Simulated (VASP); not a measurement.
Here is a VASP 6.6.1 calculation.

Contents of INCAR:

```
SYSTEM = Ta
ALGO     = Normal         ! electronic algorithm
EDIFF    = 1E-8           ! SCF threshold, eV
ENCUT    = 520            ! plane-wave cutoff, eV
GGA      = PS             ! functional
ISIF     = 2              ! what is computed and relaxed
ISMEAR   = -1             ! smearing method
LASPH    = .TRUE.         ! aspherical terms in the spheres
LCHARG   = .FALSE.        ! write CHGCAR
LEFG     = .TRUE.       
LREAL    = .FALSE.        ! projectors in reciprocal space
LWAVE    = .FALSE.        ! write WAVECAR
NBANDS   = 12             ! bands
NELM     = 80             ! most SCF steps
PREC     = Accurate       ! precision mode
SIGMA    = 0.08           ! smearing width, eV
```

File KPOINTS:

```
k-points
0
G
  17 17 17
  0 0 0
```

Contents of POSCAR:

```
Ta
1.0
   -1.6182544000      1.6512800000      1.6512800000
    1.6512800000     -1.6182544000      1.6512800000
    1.6512800000      1.6512800000     -1.6182544000
Ta
1
Direct
    0.0000000000      0.0000000000      0.0000000000
```

Potentials or basis: VASP PAW PBE potentials, release 64 (Ta_pv).

Launch:

```bash
$ cat potpaw_PBE.64/Ta_pv/POTCAR > POTCAR
$ mpirun -np 1 vasp_std > vasp.out
```

(1) Estimate the band gap on the k mesh.

(2) Predict the pressure.

Answers

(1) zero (an odd number of electrons rules out a gap without spin polarisation).

(2) -3.5 GPa.

Caveat: the cell differs from its parent crystal (equal xy, yz and zx shear strains of +2 %); the cell stands under tension; without QUAD_EFG the Cq values of the log hold for a quadrupole moment of 1 mb, not for the nuclei; the PAW data sets were made with another functional, which shifts forces and pressure a little; spin-orbit coupling is left out, which moves the levels of the heavy elements.
